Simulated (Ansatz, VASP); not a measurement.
Two plane-wave programs on HF

```
F H
1.0
     6.25562    0.00000    0.00000
     0.00000    6.25562    0.00000
     0.00000    0.00000    6.25562
F H
8 8
Direct
  0.64216 0.53808 0.26218
  0.95192 0.24261 0.20148
  0.55827 0.91313 0.23526
  0.29749 0.46258 0.44812
  0.15678 0.19442 0.69020
  0.49205 0.81713 0.77297
  0.43265 0.20364 0.99911
  0.85716 0.92187 0.61404
  0.61729 0.69263 0.22881
  0.85781 0.35997 0.21290
  0.51057 0.00283 0.11725
  0.43558 0.46985 0.37701
  0.21975 0.29004 0.57927
  0.62393 0.86433 0.71370
  0.33095 0.17709 0.88747
  0.96104 0.03156 0.63665
```

Alike in both runs: functional PBE; dispersion D3(BJ); k mesh 1 × 1 × 1; occupations fermi-dirac, width 0.02 eV; no spin polarisation.

Ansatz relaxed the structure, and its values are those at the end. VASP's run is a single point on that final structure, the one shown.

```csv
,VASP,Ansatz
version,VASP 6.6.1,Ansatz 0.2.0
potentials or method,"VASP PAW PBE potentials, release 64 (F_h, H_h), cutoff 1010 eV","scalar-relativistic, plane waves, PAW"
valence electrons in the cell,64,64
```

|  | VASP | Ansatz | Ansatz less VASP |
| --- | --- | --- | --- |
| gap on the k mesh at the Fermi level (eV) | 6.95 | 6.95 | +0.003 |
| rms of the force components (eV/Å) | 0.071 | 0.073 | +0.0021 |

Ansatz's warnings: xc potential rough in thin density.
